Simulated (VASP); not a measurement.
# AlN2 (Pnnm) in VASP: notebook

AlN2 is run at these levels: PBE; tasks: single point, relaxation of cell and atoms.

Program: VASP 6.6.1. These are calculated values, not measurements. Logs are shortened: lines on timing, memory, paths and dates and some standing lists are left out, and cuts for length are marked.

### Step 1. The cell of the first run

The structure is orthorhombic, space group Pnnm (No. 58). Conventional cell: a = 3.913 Å, b = 4.727 Å, c = 2.795 Å, α = 90.00°, β = 90.00°, γ = 90.00°. Al (site symmetry 2/m) has 6 N at 2.00 to 2.05 Å within 2.6 Å. N (site symmetry m) has 1 N at 1.36 Å within 1.8 Å.

### Step 2. Single point, PBE

The input, INCAR:

```
  PREC = Accurate
  ENCUT = 520
  EDIFF = 1E-6
  ISMEAR = 0
  SIGMA = 0.1
  LREAL = False
  LASPH = True
  NELM = 100
  ALGO = Normal
  ISIF = 2
  LWAVE = False
  LCHARG = False
  GGA = PE
  NBANDS = 22
```

The input, KPOINTS:

```
Automatic mesh
0
Gamma
  8 6 6
```

The input, POSCAR:

```
AlN2
1.0
    0.0000000000      0.0000000000      2.7953250181
    3.9128703368      0.0000000000      0.0000000000
    0.0000000000      4.7268612079      0.0000000000
Al N
2 4
Direct
    0.5000000000      0.5000000000      0.5000000000
    0.0000000000      0.0000000000      0.0000000000
    0.5000000000      0.3663618414      0.9083085676
    0.0000000000      0.8663618414      0.5916914324
    0.5000000000      0.6336381586      0.0916914324
    0.0000000000      0.1336381586      0.4083085676
```

Potentials or basis: VASP PAW PBE potentials, release 64 (Al, N).

Command:

```sh
$ cat potpaw_PBE.64/Al/POTCAR potpaw_PBE.64/N/POTCAR > POTCAR
$ mpirun -np 1 vasp_std > vasp.out
```

OUTCAR:

```text
PREC = Accurate
   ENCUT = 520
   EDIFF = 1E-6
   ISMEAR = 0
   LREAL = False
   LASPH = True
   NELM = 100
   ISIF = 2
   GGA = PE

 ion  position               nearest neighbor table
   1  0.500  0.500  0.500-   3 2.00   5 2.00   4 2.05   6 2.05   4 2.05   6 2.05
   2  0.000  0.000  0.000-   4 2.00   6 2.00   5 2.05   3 2.05   3 2.05   5 2.05
   3  0.500  0.366  0.908-   5 1.36   1 2.00   2 2.05   2 2.05
   4  0.000  0.866  0.592-   6 1.36   2 2.00   1 2.05   1 2.05
   5  0.500  0.634  0.092-   3 1.36   1 2.00   2 2.05   2 2.05
   6  0.000  0.134  0.408-   4 1.36   2 2.00   1 2.05   1 2.05

  LATTYP: Found a simple orthorhombic cell.
 ALAT       =     2.7953250181
 B/A-ratio  =     1.3997908334
 C/A-ratio  =     1.6909880523

  Lattice vectors:

 A1 = (   0.0000000000,   0.0000000000,   2.7953250181)
 A2 = (   3.9128703368,   0.0000000000,   0.0000000000)
 A3 = (   0.0000000000,   4.7268612079,   0.0000000000)

Analysis of symmetry for initial positions (statically):
=====================================================================
 Subroutine PRICEL returns:
 Original cell was already a primitive cell.

 Routine SETGRP: Setting up the symmetry group for a
 simple orthorhombic supercell.

 Subroutine GETGRP returns: Found  8 space group operations
 (whereof  4 operations were pure point group operations)
 out of a pool of  8 trial point group operations.

The static configuration has the point symmetry C_2h.
 The point group associated with its full space group is D_2h.

Analysis of symmetry for dynamics (positions and initial velocities):
=====================================================================
 Subroutine PRICEL returns:
 Original cell was already a primitive cell.

 Routine SETGRP: Setting up the symmetry group for a
 simple orthorhombic supercell.

 Subroutine GETGRP returns: Found  8 space group operations
 (whereof  4 operations were pure point group operations)
 out of a pool of  8 trial point group operations.

The dynamic configuration has the point symmetry C_2h.
 The point group associated with its full space group is D_2h.

 Subroutine INISYM returns: Found  8 space group operations
 (whereof  4 operations are pure point group operations),
 and found     1 'primitive' translations

----------------------------------------------------------------------------------------

                                     Primitive cell
[... 101 lines left out ...]
   EDIFFG = 0.1E-04   stopping-criterion for IOM
   NSW    =      0    number of steps for IOM
   IBRION =     -1    ionic relax: 0-MD 1-quasi-New 2-CG
   NFREE  =      0    steps in history (QN), initial steepest desc. (CG)
   ISIF   =      2    stress and relaxation
   ISYM   =      2    0-nonsym 1-usesym 2-fastsym
   POTIM  = 0.5000    time-step for ionic-motion
   TEBEG  =    0.0;   TEEND  =   0.0 temperature during run
   PSTRESS=    0.0 pullay stress
   NELECT =      26.0000    total number of electrons
   NUPDOWN=      -1.0000    fix difference up-down
   EMIN   =  10.00;   EMAX   =-10.00  energy-range for DOS
   EFERMI =   0.00;   METHOD = LEGACY
   ISMEAR =     0;   SIGMA  =   0.10  broadening in eV -4-tet -1-fermi 0-gaus
   EFERMI_NEDOS =   21; number of points for ismear=-14 and -15
   IALGO  =     38    algorithm
   IMIX   =      4    mixing-type and parameters
     AMIX     =   0.40;   BMIX     =  1.00
     AMIX_MAG =   1.60;   BMIX_MAG =  1.00
  volume/ion in A,a.u.               =       8.62        58.15
  Fermi-wavevector in a.u.,A,eV,Ry     =   1.301864  2.460167 23.059846  1.694851
  Thomas-Fermi vector in A             =   2.432970
   LORBIT       =      0    0 simple, 1 ext, 2 COOP (PROOUT), +10 PAW based schemes
   GGA     = PE    functional components
   LHFCALC =     F    Hartree Fock is set to
   AEXX    =    0.0000 exact exchange contribution
   IVDW    =     0    specifies the selected vdW correction
   LEPSILON=     F    determine dielectric tensor
   LRPA    =     F    only Hartree local field effects (RPA)
 non-spin polarized calculation
 Gauss-broadening in eV      SIGMA  =   0.10
  energy-cutoff  :      520.00
  volume of cell :       51.70
 maximum number of plane-waves:      1428
 NGX is ok and might be reduce to    24
   NGX = 11   NGY = 15   NGZ = 17

 number of electron      26.0000002 magnetization

 Free energy of the ion-electron system (eV)
  ---------------------------------------------------
  ext. energy  EPLUGINS =         0.00000000
  ---------------------------------------------------
  free energy    TOTEN  =       -43.14549729 eV

  energy without entropy =      -43.13219933  energy(sigma->0) =      -43.13884831

 E-fermi :   8.1248     XC(G=0): -11.7455

 val. band max:        8.1195404209   @ k =   0.3750   0.3333   0.1667
 cond. band min:       8.1354845111   @ k =   0.3750   0.3333   0.0000
 fundamental gap:      0.0159440901
 Fermi energy:         8.1247590089

 k-point     1 :       0.0000    0.0000    0.0000
  band No.  band energies     occupation
      1     -12.4650      2.00000
      2     -10.9936      2.00000
      3      -4.0407      2.00000
      4      -3.4224      2.00000
      5      -0.0998      2.00000
      6       1.1294      2.00000
[... 589 lines left out ...]
     21      19.9907      0.00000
     22      20.6204      0.00000

 [... further k-points ...]

------------------------ aborting loop because EDIFF is reached ----------------------------------------

  FORCE on cell =-STRESS in cart. coord.  units (eV):
  Direction    XX          YY          ZZ          XY          YZ          ZX
  --------------------------------------------------------------------------------------
  -------------------------------------------------------------------------------------
  Total       -0.1836136      0.1608177     -0.1307509      0.0000000      0.0000000      0.0000000
  in kB       -5.6900321      4.9836070     -4.0518613      0.0000000      0.0000000      0.0000000
  external PRESSURE =      -1.5860954 kB  Pullay stress =       0.0000000 kB

 VOLUME and BASIS-vectors are now :
 -----------------------------------------------------------------------------
  energy-cutoff  :      520.00
  volume of cell :       51.70
      direct lattice vectors                 reciprocal lattice vectors
     0.000000000  0.000000000  2.795325018     0.000000000  0.000000000  0.357740153
     3.912870337  0.000000000  0.000000000     0.255566864  0.000000000  0.000000000
     0.000000000  4.726861208  0.000000000     0.000000000  0.211556878  0.000000000

 POSITION                                       TOTAL-FORCE (eV/Angst)
 -----------------------------------------------------------------------------------
      1.95644      2.36343      1.39766         0.000000     -0.000000      0.000000
      0.00000      0.00000      0.00000         0.000000     -0.000000      0.000000
      1.43353      4.29345      1.39766        -0.082234     -0.051491     -0.000000
      3.38996      2.79684      0.00000        -0.082234      0.051491      0.000000
      2.47934      0.43341      1.39766         0.082234      0.051491      0.000000
      0.52291      1.93002      0.00000         0.082234     -0.051491      0.000000
 -----------------------------------------------------------------------------------
    total drift:                               -0.000000      0.000000      0.000000

  FREE ENERGIE OF THE ION-ELECTRON SYSTEM (eV)
  ---------------------------------------------------
  free  energy   TOTEN  =       -43.1454972863 eV

  energy  without entropy=      -43.1321993297  energy(sigma->0) =      -43.13884831
```

Run time: 38 s. Hardware: 1 thread of Intel Xeon Platinum 8488C (Sapphire Rapids), shared host; peak memory 0.2 GiB.

Results:

```yaml
Free_energy: -43.1455 eV
Pressure: -0.2 GPa
Largest_force: 0.097 eV/Å
Band_gap_on_the_k_mesh: zero (bands 13 and 14 overlap by 3.18 eV)
```

Forces in eV/Å, atoms in the order of the input:
```
Al   0.000  0.000  0.000
Al   0.000  0.000  0.000
N   -0.082 -0.051  0.000
N   -0.082  0.051  0.000
N    0.082  0.051  0.000
N    0.082 -0.051  0.000
```

Stress tensor (GPa, compression positive):
```
-0.57  0.00  0.00
 0.00  0.50  0.00
 0.00  0.00 -0.41
```

Levels at points of the mesh, in eV from the Fermi level:
| k point | band 9 | band 10 | band 11 | band 12 | band 13 | band 14 | band 15 | band 16 | band 17 | band 18 |
| --- | --- | --- | --- | --- | --- | --- | --- | --- | --- | --- |
| (0.00, 0.00, 0.00) | -4.46 | -4.31 | -2.88 | 0.12 | 1.38 | 1.55 | 6.66 | 7.02 | 7.87 | 8.48 |
| (0.50, 0.00, 0.00) | -5.43 | -5.43 | -2.08 | -2.08 | -1.61 | -1.61 | 6.14 | 6.14 | 7.08 | 7.08 |
| (0.00, 0.50, 0.00) | -3.57 | -3.57 | -0.62 | -0.62 | 1.30 | 1.30 | 5.63 | 5.63 | 8.37 | 8.37 |
| (0.50, 0.50, 0.00) | -5.83 | -5.83 | -3.45 | -3.45 | 0.05 | 0.05 | 7.74 | 7.74 | 7.92 | 7.92 |
| (0.00, 0.00, 0.50) | -3.68 | -3.68 | -2.79 | -2.79 | 1.56 | 1.56 | 5.70 | 5.70 | 8.65 | 8.65 |
| (0.50, 0.00, 0.50) | -4.71 | -4.71 | -2.37 | -2.37 | -1.37 | -1.37 | 7.27 | 7.27 | 8.43 | 8.43 |
| (0.00, 0.50, 0.50) | -3.53 | -3.53 | -0.75 | -0.75 | 1.15 | 1.15 | 6.71 | 6.71 | 7.73 | 7.73 |
| (0.50, 0.50, 0.50) | -4.92 | -4.92 | -1.47 | -1.47 | -0.13 | -0.13 | 5.53 | 5.53 | 8.43 | 8.43 |

### Step 3. Single point, PBE

The input, INCAR:

```
SYSTEM = AlN2
PREC = Accurate
ENCUT = 520
EDIFF = 1E-6
ISMEAR = 0
SIGMA = 0.1
LREAL = .False.
LASPH = .True.
NELM = 80
ALGO = Normal
ISIF = 2
LWAVE = .False.
LCHARG = .False.
GGA = PE
NBANDS = 22
```

The input, KPOINTS:

```
regular mesh
0
Gamma
  10 8 14
  0 0 0
```

The input, POSCAR:

```
AlN2
1.0
    3.9128703368      0.0000000000      0.0000000000
    0.0000000000      4.7268612079      0.0000000000
    0.0000000000      0.0000000000      2.7953250181
Al N
2 4
Direct
    0.5000000000      0.5000000000      0.5000000000
    0.0000000000      0.0000000000      0.0000000000
    0.3663618414      0.9083085676      0.5000000000
    0.8663618414      0.5916914324      0.0000000000
    0.6336381586      0.0916914324      0.5000000000
    0.1336381586      0.4083085676      0.0000000000
```

Potentials or basis: VASP PAW PBE potentials, release 64 (Al, N).

Command:

```sh
$ cat potpaw_PBE.64/Al/POTCAR potpaw_PBE.64/N/POTCAR > POTCAR
$ mpirun -np 1 vasp_std > vasp.out
```

OUTCAR:

```text
SYSTEM = AlN2
   PREC = Accurate
   ENCUT = 520
   EDIFF = 1E-6
   ISMEAR = 0
   LREAL = .False.
   LASPH = .True.
   NELM = 80
   ISIF = 2
   GGA = PE

 ion  position               nearest neighbor table
   1  0.500  0.500  0.500-   3 2.00   5 2.00   4 2.05   6 2.05   4 2.05   6 2.05
   2  0.000  0.000  0.000-   4 2.00   6 2.00   5 2.05   3 2.05   3 2.05   5 2.05
   3  0.366  0.908  0.500-   5 1.36   1 2.00   2 2.05   2 2.05
   4  0.866  0.592  0.000-   6 1.36   2 2.00   1 2.05   1 2.05
   5  0.634  0.092  0.500-   3 1.36   1 2.00   2 2.05   2 2.05
   6  0.134  0.408  0.000-   4 1.36   2 2.00   1 2.05   1 2.05

[... 811 lines left out ...]
  Total        0.0448826     -0.0368388     -0.1080593      0.0000000      0.0000000      0.0000000
  in kB        1.3908742     -1.1416023     -3.3486691      0.0000000      0.0000000      0.0000000
  external PRESSURE =      -1.0331324 kB  Pullay stress =       0.0000000 kB

 VOLUME and BASIS-vectors are now :
 -----------------------------------------------------------------------------
  energy-cutoff  :      520.00
  volume of cell :       51.70
      direct lattice vectors                 reciprocal lattice vectors
     3.912870337  0.000000000  0.000000000     0.255566864  0.000000000  0.000000000
     0.000000000  4.726861208  0.000000000     0.000000000  0.211556878  0.000000000
     0.000000000  0.000000000  2.795325018     0.000000000  0.000000000  0.357740153

 POSITION                                       TOTAL-FORCE (eV/Angst)
 -----------------------------------------------------------------------------------
      1.95644      2.36343      1.39766         0.000000      0.000000      0.000000
      0.00000      0.00000      0.00000         0.000000      0.000000      0.000000
      1.43353      4.29345      1.39766        -0.075830     -0.057669      0.000000
      3.38996      2.79684      0.00000        -0.075830      0.057669      0.000000
      2.47934      0.43341      1.39766         0.075830      0.057669      0.000000
      0.52291      1.93002      0.00000         0.075830     -0.057669      0.000000
 -----------------------------------------------------------------------------------
    total drift:                                0.000000      0.000000     -0.000000

  FREE ENERGIE OF THE ION-ELECTRON SYSTEM (eV)
  ---------------------------------------------------
  free  energy   TOTEN  =       -43.1245848205 eV

  energy  without entropy=      -43.1118398059  energy(sigma->0) =      -43.11821231
```

OSZICAR:

```text
N       E                     dE             d eps       ncg     rms          rms(c)
DAV:   1     0.908852251585E+02    0.90885E+02   -0.12935E+04 10704   0.108E+03
DAV:   2    -0.396531873784E+02   -0.13054E+03   -0.12624E+03 14004   0.244E+02
DAV:   3    -0.454470951777E+02   -0.57939E+01   -0.57194E+01 14380   0.510E+01
DAV:   4    -0.454848723651E+02   -0.37777E-01   -0.37762E-01 12796   0.447E+00
DAV:   5    -0.454853210186E+02   -0.44865E-03   -0.44864E-03 14310   0.463E-01    0.106E+01
DAV:   6    -0.432127124832E+02    0.22726E+01   -0.47984E+00 13516   0.131E+01    0.495E+00
DAV:   7    -0.431188862688E+02    0.93826E-01   -0.49390E-01 14376   0.444E+00    0.259E+00
DAV:   8    -0.431233438870E+02   -0.44576E-02   -0.42247E-02 14116   0.157E+00    0.390E-01
DAV:   9    -0.431244140231E+02   -0.10701E-02   -0.71102E-03 12748   0.585E-01    0.176E-01
DAV:  10    -0.431245378203E+02   -0.12380E-03   -0.60615E-04 12950   0.175E-01    0.652E-02
DAV:  11    -0.431245781089E+02   -0.40289E-04   -0.10889E-04 13588   0.740E-02    0.287E-02
DAV:  12    -0.431245850717E+02   -0.69628E-05   -0.12634E-05 12352   0.262E-02    0.629E-03
DAV:  13    -0.431245848205E+02    0.25116E-06   -0.55401E-07  8818   0.526E-03
   1 F= -.43124585E+02 E0= -.43118212E+02  d E =-.127450E-01
```

stdout:

```text
POSCAR found type information on POSCAR AlN
 POSCAR found :  2 types and       6 ions
 scaLAPACK will be used
 LDA part: xc-table for (Slater+PW92), standard interpolation
 POSCAR, INCAR and KPOINTS ok, starting setup
 FFT: planning ... GRIDC
 FFT: planning ... GRID_SOFT
 FFT: planning ... GRID
 WAVECAR not read
 entering main loop
```

Run time: 2.4 min. Hardware: 1 thread of Intel Xeon Platinum 8488C (Sapphire Rapids), shared host; peak memory 0.32 GiB.

Results:

* Free energy: -43.1246 eV
* Pressure: -0.1 GPa
* Largest force: 0.095 eV/Å
* Band gap on the k mesh: zero (bands 13 and 14 overlap by 3.18 eV)

Forces on the atoms (eV/Å):
```
Al   0.000  0.000  0.000
Al   0.000  0.000  0.000
N   -0.076 -0.058  0.000
N   -0.076  0.058  0.000
N    0.076  0.058  0.000
N    0.076 -0.058  0.000
```

Levels at points of the mesh, in eV from the Fermi level:
```tsv
k point	band 11	band 12	band 13	band 14	band 15	band 16
(0.00, 0.00, 0.00)	-2.90	0.11	1.36	1.54	6.65	7.01
(0.50, 0.00, 0.00)	-0.62	-0.62	1.28	1.28	5.62	5.62
(0.00, 0.50, 0.00)	-2.79	-2.79	1.54	1.54	5.68	5.68
(0.50, 0.50, 0.00)	-0.76	-0.76	1.14	1.14	6.70	6.70
(0.00, 0.00, 0.50)	-2.08	-2.08	-1.62	-1.62	6.12	6.12
(0.50, 0.00, 0.50)	-3.46	-3.46	0.04	0.04	7.73	7.73
(0.00, 0.50, 0.50)	-2.38	-2.38	-1.38	-1.38	7.26	7.26
(0.50, 0.50, 0.50)	-1.48	-1.48	-0.13	-0.13	5.52	5.52
```

### Step 4. Relaxation of cell and atoms, PBE

This run uses another cell than the first one, of 8.57 Å³/atom.

The input, INCAR:

```
  ALGO = Normal
  EDIFF = 1E-6
  EDIFFG = -0.01
  ENCUT = 600
  GGA = PE
  IBRION = 2
  ISIF = 3
  ISMEAR = 0
  LASPH = T
  LCHARG = F
  LREAL = F
  LWAVE = F
  NELM = 80
  NSW = 100
  PREC = Accurate
  SIGMA = 0.1
```

The input, KPOINTS:

```
k-points
0
Gamma
  10 8 14
```

The input, POSCAR:

```
AlN2
1.0
    3.9580495459      0.0000000000      0.0000000000
    0.0000000000      4.7129466260      0.0000000000
    0.0000000000      0.0000000000      2.7565783466
Al N
2 4
Direct
    0.5000000000      0.5000000000      0.5000000000
    0.0000000000      0.0000000000      0.0000000000
    0.3684354873      0.9075362899      0.5000000000
    0.8684354873      0.5924637101      0.0000000000
    0.6315645127      0.0924637101      0.5000000000
    0.1315645127      0.4075362899      0.0000000000
```

Command:

```sh
$ cat potpaw_PBE.64/Al/POTCAR potpaw_PBE.64/N/POTCAR > POTCAR
$ mpirun -np 1 vasp_std > vasp.out
```

Wall time 7.2 min (1 thread of Intel Xeon Platinum 8488C (Sapphire Rapids), shared host); peak memory 0.33 GiB.

It converged, with:

| Item | Value |
| --- | --- |
| Free energy | -43.1334 eV |
| Relaxed volume | 8.60 Å³/atom |
| Relaxed cell | a = 3.910 Å, b = 4.724 Å, c = 2.793 Å, α = 90.00°, β = 90.00°, γ = 90.00° |
| Space group after relaxing (to 0.1 Å) | Pnnm (No. 58) |
| Energy gained by relaxing | 2.4 meV/atom |
| Ionic steps | 7 |
| Pressure after relaxing | 0.0 GPa |
| Largest force after relaxing | 0.005 eV/Å |
| Band gap on the k mesh | zero (bands 13 and 14 overlap by 3.18 eV) |

Forces in eV/Å, atoms in the order of the input:
```
Al   0.000  0.000  0.000
Al   0.000  0.000  0.000
N   -0.003  0.004  0.000
N   -0.003 -0.004  0.000
N    0.003 -0.004  0.000
N    0.003  0.004  0.000
```

The path:
| step | energy change (eV) | largest force (eV/Å) | pressure (GPa) | volume (Å³) |
| --- | --- | --- | --- | --- |
| 1 | 0.0000 | 0.1121 | -0.16 | 51.42 |
| 2 | -0.0117 | 0.0765 | 0.67 | 51.36 |
| 3 | -0.0133 | 0.0561 | 1.12 | 51.32 |
| 4 | -0.0118 | 0.2597 | -1.35 | 51.80 |
| 5 | -0.0141 | 0.0742 | 0.20 | 51.50 |
| 6 | -0.0138 | 0.1013 | -0.29 | 51.70 |
| 7 | -0.0143 | 0.0054 | 0.00 | 51.58 |

Final structure:
```xyz
6
Lattice="3.9098 0.0000 0.0000 0.0000 4.7237 0.0000 0.0000 0.0000 2.7930" Properties=species:S:1:pos:R:3 pbc="T T T"
Al    1.9549    2.3619    1.3965
Al    0.0000    0.0000    0.0000
N     1.4312    4.2895    1.3965
N     3.3861    2.7961    0.0000
N     2.4786    0.4342    1.3965
N     0.5237    1.9276    0.0000
```

Levels at points of the mesh, in eV from the Fermi level:
```
           k point  band 9  band 10  band 11  band 12  band 13  band 14  band 15  band 16  band 17
(0.00, 0.00, 0.00)   -4.47    -4.31    -2.86     0.11     1.36     1.54     6.67     7.06     7.85
(0.50, 0.00, 0.00)   -3.56    -3.56    -0.62    -0.62     1.29     1.29     5.65     5.65     8.39
(0.00, 0.50, 0.00)   -3.67    -3.67    -2.80    -2.80     1.54     1.54     5.70     5.70     8.66
(0.50, 0.50, 0.00)   -3.52    -3.52    -0.75    -0.75     1.14     1.14     6.75     6.75     7.75
(0.00, 0.00, 0.50)   -5.42    -5.42    -2.08    -2.08    -1.62    -1.62     6.13     6.13     7.11
(0.50, 0.00, 0.50)   -5.83    -5.83    -3.47    -3.47     0.04     0.04     7.76     7.76     7.94
(0.00, 0.50, 0.50)   -4.70    -4.70    -2.39    -2.39    -1.38    -1.38     7.28     7.28     8.46
(0.50, 0.50, 0.50)   -4.91    -4.91    -1.47    -1.47    -0.14    -0.14     5.55     5.55     8.45
```

### Step 5. Summary

| task | cell | k mesh | cutoff (eV) | gap on the mesh (eV) | pressure (GPa) | largest force (eV/Å) |
| --- | --- | --- | --- | --- | --- | --- |
| single point | a = 2.795, b = 3.913, c = 4.727 Å, 6 atoms, atomic positions A | 8 × 6 × 6 | 520 | none | -0.2 | 0.10 |
| single point | a = 3.913, b = 4.727, c = 2.795 Å, 6 atoms, atomic positions A | 10 × 8 × 14 | 520 | none | -0.1 | 0.10 |
| relaxation of cell and atoms | relaxed from a = 3.958, b = 4.713, c = 2.757 Å, 6 atoms, atomic positions B | 10 × 8 × 14 | 600 | none | 0.0 | 0.01 |

Alike in all rows: level PBE; potentials or basis VASP PAW PBE potentials, release 64 (Al, N); no spin polarisation; smearing gaussian 0.1 eV.

Total energies depend on the potentials used, so only differences within one code and one set of settings carry meaning.
